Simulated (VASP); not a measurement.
Here is a VASP 6.6.1 calculation.

File INCAR:

```
SYSTEM = MgS
PREC = Accurate
ENCUT = 600
EDIFF = 1E-6
ISMEAR = 1
SIGMA = 0.01
LREAL = .False.
LASPH = .True.
NELM = 120
ALGO = Normal
ISIF = 2
LWAVE = .False.
LCHARG = .False.
NBANDS = 11
GGA_COMPAT = .False.
```

KPOINTS

```
regular mesh
0
Gamma
  7 7 7
  0 0 0
```

The input POSCAR:

```
MgS
1.0
    0.0000000000      2.4235012708      2.4235012708
    2.4235012708      0.0000000000      2.4235012708
    2.4235012708      2.4235012708      0.0000000000
Mg S
1 1
Direct
    0.0000000000      0.0000000000      0.0000000000
    0.5000000000      0.5000000000      0.5000000000
```

Potentials or basis: VASP PAW LDA potentials, release 64 (Mg, S).

Command:

```bash
$ cat potpaw_LDA.64/Mg/POTCAR potpaw_LDA.64/S/POTCAR > POTCAR
$ mpirun -np 1 vasp_std > vasp.out
```

(1) Predict the pressure.

(2) Predict the band gap on the k mesh.

Answers

(1) 19.4 GPa.

(2) 3.22 eV (least direct gap 5.39 eV).

Caveat: the cell stands under pressure; an odd mesh through Γ misses points on the zone boundary, where band edges can lie.
